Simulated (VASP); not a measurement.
**CoBr4: single point with PBE**

Crystal: CoBr4.

```xyz
5
Lattice="-3.2261 3.2261 3.2261 3.2261 -3.2261 3.2261 3.2261 3.2261 -3.2261" Properties=species:S:1:pos:R:3 pbc="T T T"
Co    0.0000    0.0000    0.0000
Br    1.6130    1.6130   -1.6130
Br    1.6130   -1.6130    1.6130
Br   -1.6130    1.6130    1.6130
Br    1.6130    1.6130    1.6130
```

The cell was generated, and may not be a known phase.

| Quantity | Value |
| --- | --- |
| Program | VASP 6.6.1 |
| Task | single point |
| Functional | PBE |
| Potentials or basis | VASP PAW PBE potentials, release 64 (Co, Br) |
| Cutoff | 520 eV |
| k mesh | 8 × 8 × 8 |
| Occupations | gaussian, width 0.1 eV |
| Spin | collinear spin, ferromagnetic start |
| Starting moments | [2.61, 0.0, 0.0, 0.0, 0.0] μB |

| Item | Value |
| --- | --- |
| Pressure | -0.1 GPa |
| Net moment | 2.33 μB per cell |
| Site moments | Co +2.33; Br -0.01 μB |
| Valence electrons inside the program's atomic spheres | Co 7.55; Br 4.76 |

Levels at points of the mesh, in eV from the Fermi level:
Spin up:
| k point | band 17 | band 18 | band 19 | band 20 | band 21 | band 22 |
| --- | --- | --- | --- | --- | --- | --- |
| (0.00, 0.00, 0.00) | -0.48 | -0.48 | 0.08 | 0.71 | 0.76 | 0.76 |
| (0.50, 0.00, 0.00) | -1.45 | -1.45 | -0.90 | 0.05 | 0.26 | 4.10 |
| (0.50, 0.50, 0.50) | 0.29 | 0.29 | 0.29 | 0.29 | 0.29 | 5.16 |
Spin down:
```tsv
k point	band 14	band 15	band 16	band 17	band 18	band 19	band 20	band 21
(0.00, 0.00, 0.00)	-0.49	-0.49	0.10	0.10	0.10	0.11	0.72	0.72
(0.50, 0.00, 0.00)	-1.48	-0.63	-0.51	-0.14	0.03	0.16	0.22	1.46
(0.50, 0.50, 0.50)	-0.58	-0.58	0.25	0.25	0.25	1.53	1.53	1.53
```

Wall time 11 min on 1 thread of Intel Xeon 8259CL, with other jobs on the host, peak memory 0.38 GiB.

Caveat: semilocal functionals often make such compounds metallic where correlation or magnetic order opens a gap, which also shifts bond lengths.
